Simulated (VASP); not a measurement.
Crystal: Al3Cu.

```xyz
4
Lattice="2.7784 0.0000 0.0000 0.0000 2.7784 0.0000 0.0000 0.0000 7.5134" Properties=species:S:1:pos:R:3 pbc="T T T"
Al    0.0000    0.0000    3.7567
Al    1.3892    1.3892    1.6989
Al    1.3892    1.3892    5.8145
Cu    0.0000    0.0000    0.0000
```

| Item | Value |
| --- | --- |
| Program | VASP 6.6.1 |
| Task | relaxation of cell and atoms |
| Functional | r2SCAN |
| Potentials or basis | VASP PAW PBE potentials, release 64 (Al, Cu) |
| Cutoff | 600 eV |
| k mesh | 4 × 4 × 2 |
| Occupations | gaussian, width 0.1 eV |
| Spin | no spin polarisation |

At the start: pressure 0.4 GPa; volume 14.50 Å³/atom.

Q: Where does the relaxation end?

A: Over 23 steps the energy falls by 54.7 meV/atom and the volume is 14.44 Å³/atom (-0.4 %); space group P4/mmm (No. 123, to 0.1 Å) before and after.

Step by step:
```
step  energy change (eV)  largest force (eV/Å)  pressure (GPa)  volume (Å³)
   1              0.0000                0.4325            0.38        58.00
   2             -0.0618                0.4233           -0.37        58.26
   3             -0.0955                0.1647           -0.95        58.44
   4             -0.1448                0.4774           -1.75        58.69
   5             -0.1551                0.3142           -1.56        58.64
   6             -0.1546                0.2407           -1.50        58.61
   7             -0.1554                0.2791           -1.54        58.63
   8             -0.1652                0.2735            1.43        57.04
   9             -0.1657                0.2766            1.84        56.86
  10             -0.1820                0.2405            1.88        56.75
  11             -0.2058                0.1416            2.26        56.53
  12             -0.1674                0.1955            3.80        56.02
  13             -0.2068                0.0871            2.55        56.41
  14             -0.2073                0.1074            2.46        56.45
  15             -0.2169                0.0936            0.49        57.43
  16             -0.2174                0.0890           -0.22        57.73
  17             -0.2174                0.0905            0.10        57.66
  18             -0.2174                0.0897           -0.03        57.69
  19             -0.2182                0.0637           -0.01        57.71
  20             -0.2185                0.0061            0.02        57.75
  21             -0.2186                0.0224            0.01        57.74
  22             -0.2187                0.0130           -0.01        57.74
  23             -0.2187                0.0008           -0.01        57.75
```

Final structure:
```xyz
4
Lattice="2.9517 0.0000 0.0000 0.0000 2.9517 0.0000 0.0000 0.0000 6.6289" Properties=species:S:1:pos:R:3 pbc="T T T"
Al    0.0000    0.0000    3.3145
Al    1.4758    1.4758    1.4944
Al    1.4758    1.4758    5.1346
Cu    0.0000    0.0000    0.0000
```

Caveat: the k points lie up to 0.53 Å⁻¹ apart in the final cell, too coarse for converged energies and pressures of a metal; the PAW data sets were made with another functional, which shifts forces and pressure a little.
